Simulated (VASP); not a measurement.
Set up this calculation in VASP 6.6.1, as the native input.

```yaml
Task: single point
Functional: r2SCAN
Potentials_or_basis: VASP PAW PBE potentials, release 64 (In_d, O)
Cutoff: 520 eV
k_mesh: 6 × 6 × 6
Occupations: fermi-dirac, width 0.05 eV
Spin: no spin polarisation
Dipole_correction: no
Further_INCAR_settings: ALGO = Normal; EDIFF = 1e-06; NBANDS = 55
```

Crystal: In2O3.

```
In O
1.0
     2.74350    1.58396    4.83667
    -2.74350    1.58396    4.83667
     0.00000   -3.16792    4.83667
In O
4 6
Direct
  0.85731 0.85731 0.85731
  0.64269 0.64269 0.64269
  0.14269 0.14269 0.14269
  0.35731 0.35731 0.35731
  0.04800 0.75000 0.45200
  0.75000 0.45200 0.04800
  0.45200 0.04800 0.75000
  0.95200 0.25000 0.54800
  0.25000 0.54800 0.95200
  0.54800 0.95200 0.25000
```

These files were run (other wordings do the same):

POSCAR

```
In2O3
1.0
    2.7435000000      1.5839604635      4.8366666667
   -2.7435000000      1.5839604635      4.8366666667
    0.0000000000     -3.1679209270      4.8366666667
In O
4 6
Direct
    0.8573100000      0.8573100000      0.8573100000
    0.6426900000      0.6426900000      0.6426900000
    0.1426900000      0.1426900000      0.1426900000
    0.3573100000      0.3573100000      0.3573100000
    0.0480000000      0.7500000000      0.4520000000
    0.7500000000      0.4520000000      0.0480000000
    0.4520000000      0.0480000000      0.7500000000
    0.9520000000      0.2500000000      0.5480000000
    0.2500000000      0.5480000000      0.9520000000
    0.5480000000      0.9520000000      0.2500000000
```

INCAR.step1

```
SYSTEM = In2O3
ALGO     = Normal         ! electronic algorithm
EDIFF    = 1E-4           ! SCF threshold, eV
ENCUT    = 520            ! plane-wave cutoff, eV
GGA      = PE             ! functional
ISMEAR   = -1             ! smearing method
LASPH    = .TRUE.         ! aspherical terms in the spheres
LCHARG   = .FALSE.        ! write CHGCAR
LREAL    = .FALSE.        ! projectors in reciprocal space
LWAVE    = .TRUE.         ! write WAVECAR
NBANDS   = 55             ! bands
NELM     = 80             ! most SCF steps
PREC     = Accurate       ! precision mode
SIGMA    = 0.05           ! smearing width, eV
```

INCAR.step2

```
SYSTEM = In2O3
ALGO     = Normal         ! electronic algorithm
EDIFF    = 1E-6           ! SCF threshold, eV
ENCUT    = 520            ! plane-wave cutoff, eV
ISIF     = 2              ! what is computed and relaxed
ISMEAR   = -1             ! smearing method
ISTART   = 1            
LASPH    = .TRUE.         ! aspherical terms in the spheres
LCHARG   = .TRUE.         ! write CHGCAR
LELF     = .TRUE.         ! ELF
LMIXTAU  = .TRUE.       
LREAL    = .FALSE.        ! projectors in reciprocal space
LVHAR    = .TRUE.       
LWAVE    = .FALSE.        ! write WAVECAR
METAGGA  = R2SCAN         ! meta-GGA
NBANDS   = 55             ! bands
NELM     = 80             ! most SCF steps
PREC     = Accurate       ! precision mode
SIGMA    = 0.05           ! smearing width, eV
```

KPOINTS

```
k-points
0
G
  6 6 6
  0 0 0
```

Potentials or basis: VASP PAW PBE potentials, release 64 (In_d, O).

Launch:

```console
$ cat potpaw_PBE.64/In_d/POTCAR potpaw_PBE.64/O/POTCAR > POTCAR
$ cp INCAR.step1 INCAR
$ mpirun -np 1 vasp_std > vasp.out
$ cp INCAR.step2 INCAR
$ mpirun -np 1 vasp_std > vasp.out
```

Results of the run:

```yaml
Pressure: 3.2 GPa
Largest_force: 0.128 eV/Å
Band_gap_on_the_k_mesh: 1.90 eV (least direct gap 1.92 eV)
```

Caveat: the cell stands under pressure; the PAW data sets were made with another functional, which shifts forces and pressure a little; spin-orbit coupling is left out, which moves the levels of the heavy elements.

It took 22 min on 1 thread of Intel(R) Xeon(R) Platinum 8259CL CPU @ 2.50GHz (Skylake/Cascade Lake), on a shared host, peak memory 0.45 GiB.
